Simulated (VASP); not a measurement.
# Hf2ZrSe6: single point with PBE

Crystal: Hf2ZrSe6.

```
CELL_PARAMETERS angstrom
3.78137 0.00000 0.00000
-1.89069 3.27477 0.00000
0.00000 0.00000 20.99005
ATOMIC_POSITIONS crystal
Zr 0.00000 0.00000 0.00000
Hf 0.00000 0.00000 0.33210
Hf 0.00000 0.00000 0.66790
Se 0.66667 0.33333 0.25718
Se 0.66667 0.33333 0.59299
Se 0.66667 0.33333 0.92421
Se 0.33333 0.66667 0.07580
Se 0.33333 0.66667 0.40701
Se 0.33333 0.66667 0.74282
```

```json
{
 "Program": "VASP 6.6.1",
 "Task": "single point",
 "Functional": "PBE",
 "Potentials or basis": "VASP PAW PBE potentials, release 64 (Zr_sv, Hf_pv, Se)",
 "Cutoff": "520 eV",
 "k mesh": "6 × 6 × 1",
 "Occupations": "gaussian, width 0.1 eV",
 "Spin": "no spin polarisation"
}
```

- Pressure: -0.1 GPa
- Largest force: 0.061 eV/Å
- Band gap on the k mesh: 0.42 eV, indirect (least direct gap 1.10 eV)

Forces in eV/Å, atoms in the order of the input:
```
Zr   0.000  0.000  0.000
Hf   0.000  0.000  0.000
Hf   0.000  0.000  0.000
Se   0.000  0.000  0.061
Se   0.000  0.000  0.061
Se   0.000  0.000  0.001
Se   0.000  0.000 -0.001
Se   0.000  0.000 -0.061
Se   0.000  0.000 -0.061
```

Stress tensor (GPa, compression positive):
```
 0.02  0.00  0.00
 0.00  0.02  0.00
 0.00  0.00 -0.24
```

Levels at points of the mesh, in eV from the valence-band top:
```csv
k point,band 31,band 32,band 33,band 34,band 35,band 36,band 37,band 38
"(0.00, 0.00, 0.00)",-0.04,-0.04,0.00,0.00,1.10,1.10,1.45,1.45
"(0.50, 0.00, 0.00)",-1.44,-1.22,-1.18,-1.05,0.42,0.59,0.65,2.59
```

Run time: 72 s on 1 thread of AMD EPYC 9R45 96-Core Processor (Zen 5), on a shared host, peak memory 0.35 GiB.

Caveat: spin-orbit coupling is left out, which moves the levels of the heavy elements; this functional lacks dispersion, which binds the layers, so the pressure and a relaxed spacing across them are unreliable. A k mesh can miss the band edges.
